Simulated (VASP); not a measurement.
# BN (F-43m) in VASP: settings compared

Aim: see how the results for BN move with the level of theory and the settings. Levels: HSE06, PBE-based screened hybrid with 20 % exact exchange, PBE-based screened hybrid with 100 % exact exchange, PBE-based global hybrid with 100 % exact exchange, PBE-based screened hybrid with 40 % exact exchange. Tasks: single point.

Everything below comes from runs of VASP 6.6.1. Logs are shortened: lines on timing, memory, paths and dates and some standing lists are left out, and cuts for length are marked.

### Step 1. The cell of the first run

Symmetry: F-43m, No. 216, cubic system. The conventional cell has a = 3.610 Å, b = 3.610 Å, c = 3.610 Å, α = 90.00°, β = 90.00°, γ = 90.00°. Within 2.1 Å of B (site symmetry -43m) lie 4 N at 1.56 Å. N (site symmetry -43m) has 4 B at 1.56 Å within 2.1 Å.

### Step 2. Single point, HSE06

POSCAR reads:

```
BN
1.0
    0.0000000000      1.8048245542      1.8048245542
    1.8048245542      0.0000000000      1.8048245542
    1.8048245542      1.8048245542      0.0000000000
B N
1 1
Direct
    0.0000000000      0.0000000000      0.0000000000
    0.2500000000      0.2500000000      0.2500000000
```

INCAR.step1 reads:

```
PREC = Accurate
ENCUT = 520
EDIFF = 1E-5
ISMEAR = 0
SIGMA = 0.01
LREAL = F
LASPH = T
NELM = 80
ALGO = Normal
ISIF = 2
LWAVE = T
LCHARG = F
NBANDS = 11
GGA = PE
```

INCAR.step2 reads:

```
PREC = Accurate
ENCUT = 520
EDIFF = 1E-7
ISMEAR = 0
SIGMA = 0.01
LREAL = F
LASPH = T
NELM = 80
ALGO = Normal
ISIF = 2
LWAVE = F
LCHARG = F
GGA = PE
LHFCALC = T
HFSCREEN = 0.2079
PRECFOCK = Normal
NBANDS = 11
ISTART = 1
```

KPOINTS reads:

```
Automatic mesh
0
Gamma
  6 6 6
```

Potentials or basis: VASP PAW PBE potentials, release 64 (B, N).

On the command line:

```bash
cat potpaw_PBE.64/B/POTCAR potpaw_PBE.64/N/POTCAR > POTCAR
cp INCAR.step1 INCAR
mpirun -np 1 vasp_std > vasp.out
cp INCAR.step2 INCAR
mpirun -np 1 vasp_std > vasp.out
```

OUTCAR:

```text
PREC = Accurate
   ENCUT = 520
   EDIFF = 1E-7
   ISMEAR = 0
   LREAL = F
   LASPH = T
   NELM = 80
   ISIF = 2
   GGA = PE
   LHFCALC = T
   HFSCREEN = 0.2079
   PRECFOCK = Normal
   ISTART = 1

 ion  position               nearest neighbor table
   1  0.000  0.000  0.000-   2 1.56   2 1.56   2 1.56   2 1.56
   2  0.250  0.250  0.250-   1 1.56   1 1.56   1 1.56   1 1.56

  LATTYP: Found a face centered cubic cell.
 ALAT       =     3.6096491084

  Lattice vectors:

 A1 = (   0.0000000000,   1.8048245542,   1.8048245542)
 A2 = (   1.8048245542,   0.0000000000,   1.8048245542)
 A3 = (   1.8048245542,   1.8048245542,   0.0000000000)

Analysis of symmetry for initial positions (statically):
=====================================================================
 Subroutine PRICEL returns:
 Original cell was already a primitive cell.

 Routine SETGRP: Setting up the symmetry group for a
 face centered cubic supercell.

 Subroutine GETGRP returns: Found 24 space group operations
 (whereof 24 operations were pure point group operations)
 out of a pool of 48 trial point group operations.

The static configuration has the point symmetry T_d .

Analysis of symmetry for dynamics (positions and initial velocities):
=====================================================================
 Subroutine PRICEL returns:
 Original cell was already a primitive cell.

 Routine SETGRP: Setting up the symmetry group for a
 face centered cubic supercell.

 Subroutine GETGRP returns: Found 24 space group operations
 (whereof 24 operations were pure point group operations)
 out of a pool of 48 trial point group operations.

The dynamic configuration has the point symmetry T_d .

 Subroutine INISYM returns: Found 24 space group operations
 (whereof 24 operations are pure point group operations),
 and found     1 'primitive' translations

----------------------------------------------------------------------------------------

                                     Primitive cell

  volume of cell :      11.7580

  direct lattice vectors                    reciprocal lattice vectors
     0.000000000  1.804824554  1.804824554    -0.277035238  0.277035238  0.277035238
[... 88 lines left out ...]
   NELECT =       8.0000    total number of electrons
   NUPDOWN=      -1.0000    fix difference up-down
   EMIN   =  10.00;   EMAX   =-10.00  energy-range for DOS
   EFERMI =   0.00;   METHOD = LEGACY
   ISMEAR =     0;   SIGMA  =   0.01  broadening in eV -4-tet -1-fermi 0-gaus
   EFERMI_NEDOS =   21; number of points for ismear=-14 and -15
   IALGO  =     38    algorithm
   IMIX   =      1    mixing-type and parameters
     AMIX     =   0.40;   BMIX     =  1.00
     AMIX_MAG =   1.60;   BMIX_MAG =  1.00
  volume/ion in A,a.u.               =       5.88        39.67
  Fermi-wavevector in a.u.,A,eV,Ry     =   1.439881  2.720980 28.208365  2.073256
  Thomas-Fermi vector in A             =   2.558687
   LORBIT       =      0    0 simple, 1 ext, 2 COOP (PROOUT), +10 PAW based schemes
   GGA     = PE    functional components
   LHFCALC =     T    Hartree Fock is set to
   PRECFOCK=normal    Normal, Fast or Accurate (Low or Medium for compatibility)
   ENCUT4O =  -1.0   cutoff for four orbital integrals eV
   NKREDX  =     1    reduce k-point grid by
   NKREDY  =     1    reduce k-point grid by
   NKREDZ  =     1    reduce k-point grid by
   AEXX    =    0.2500 exact exchange contribution
   HFSCREEN=    0.2079 screening length (either q_TF or 0.3 A-1)
   HFSCREENC=   0.2079 screening length for correlation (either q_TF or 0.3 A-1)
   ENCUTFOCK=  -1.0 apply spherical cutoff to Coloumb kernel
   IVDW    =     0    specifies the selected vdW correction
   LEPSILON=     F    determine dielectric tensor
   LRPA    =     F    only Hartree local field effects (RPA)
 non-spin polarized calculation
 Gauss-broadening in eV      SIGMA  =   0.01
  energy-cutoff  :      520.00
  volume of cell :       11.76
 maximum number of plane-waves:       332
  NGX = 16; NGY = 16; NGZ = 16

 number of electron       7.9999999 magnetization

 Free energy of the ion-electron system (eV)
  ---------------------------------------------------
  ext. energy  EPLUGINS =         0.00000000
  ---------------------------------------------------
  free energy    TOTEN  =       -20.32415872 eV

  energy without entropy =      -20.32415872  energy(sigma->0) =      -20.32415872

 E-fermi :   6.7068     XC(G=0): -10.5048

 val. band max:        6.5993226808   @ k =   0.0000   0.0000   0.0000
 cond. band min:      12.3803355587   @ k =   0.5000   0.5000   0.0000
 fundamental gap:      5.7810128779
 Fermi energy:         6.7067910480

 k-point     1 :       0.0000    0.0000    0.0000
  band No.  band energies     occupation
      1     -15.5577      2.00000
      2       6.5993      2.00000
      3       6.5993      2.00000
      4       6.5993      2.00000
      5      17.1744      0.00000
      6      17.1744      0.00000
      7      17.1744      0.00000
      8      18.8065      0.00000
      9      33.4161      0.00000
     10      36.4126      0.00000
     11      36.4126      0.00000
[... 197 lines left out ...]
 k-point    16 :      -0.3333    0.5000    0.1667
  band No.  band energies     occupation
      1      -9.2828      2.00000
      2      -2.3996      2.00000
      3      -0.1487      2.00000
      4      -0.0369      2.00000
      5      15.9079      0.00000
      6      20.3737      0.00000
      7      23.9538      0.00000
      8      25.7635      0.00000
      9      28.6549      0.00000
     10      34.9775      0.00000
     11      39.0261      0.00000

------------------------ aborting loop because EDIFF is reached ----------------------------------------

  FORCE on cell =-STRESS in cart. coord.  units (eV):
  Direction    XX          YY          ZZ          XY          YZ          ZX
  --------------------------------------------------------------------------------------
  -------------------------------------------------------------------------------------
  Total       -0.2845183     -0.2845183     -0.2845183      0.0000000      0.0000000      0.0000000
  in kB      -38.7691136    -38.7691136    -38.7691136      0.0000000      0.0000000      0.0000000
  external PRESSURE =     -38.7691136 kB  Pullay stress =       0.0000000 kB

 VOLUME and BASIS-vectors are now :
 -----------------------------------------------------------------------------
  energy-cutoff  :      520.00
  volume of cell :       11.76
      direct lattice vectors                 reciprocal lattice vectors
     0.000000000  1.804824554  1.804824554    -0.277035238  0.277035238  0.277035238
     1.804824554  0.000000000  1.804824554     0.277035238 -0.277035238  0.277035238
     1.804824554  1.804824554  0.000000000     0.277035238  0.277035238 -0.277035238

 POSITION                                       TOTAL-FORCE (eV/Angst)
 -----------------------------------------------------------------------------------
      0.00000      0.00000      0.00000        -0.000000      0.000000      0.000000
      0.90241      0.90241      0.90241         0.000000     -0.000000     -0.000000
 -----------------------------------------------------------------------------------
    total drift:                               -0.000000     -0.000000     -0.000000

  FREE ENERGIE OF THE ION-ELECTRON SYSTEM (eV)
  ---------------------------------------------------
  free  energy   TOTEN  =       -20.3241587185 eV

  energy  without entropy=      -20.3241587185  energy(sigma->0) =      -20.32415872
```

OUTCAR.step1:

```text
PREC = Accurate
   ENCUT = 520
   EDIFF = 1E-5
   ISMEAR = 0
   LREAL = F
   LASPH = T
[... 433 lines left out ...]
 -----------------------------------------------------------------------------------
      0.00000      0.00000      0.00000        -0.000000     -0.000000      0.000000
      0.90241      0.90241      0.90241         0.000000      0.000000     -0.000000
 -----------------------------------------------------------------------------------
    total drift:                                0.000000      0.000000      0.000000

  FREE ENERGIE OF THE ION-ELECTRON SYSTEM (eV)
  ---------------------------------------------------
  free  energy   TOTEN  =       -17.4444447684 eV

  energy  without entropy=      -17.4444447684  energy(sigma->0) =      -17.44444477
```

Wall time 97 s (1 thread of Intel Xeon 6975P-C (Granite Rapids), shared host); peak memory 0.22 GiB.

Results:

```yaml
Free_energy: -20.3242 eV
Pressure: -3.9 GPa
Band_gap_on_the_k_mesh: 5.78 eV (least direct gap 10.58 eV)
```

Caveat: the k points lie up to 0.50 Å⁻¹ apart; the PAW data sets were made with another functional, which shifts forces and pressure a little. A k mesh can miss the band edges.

(Part 1 of 2 ends here.)
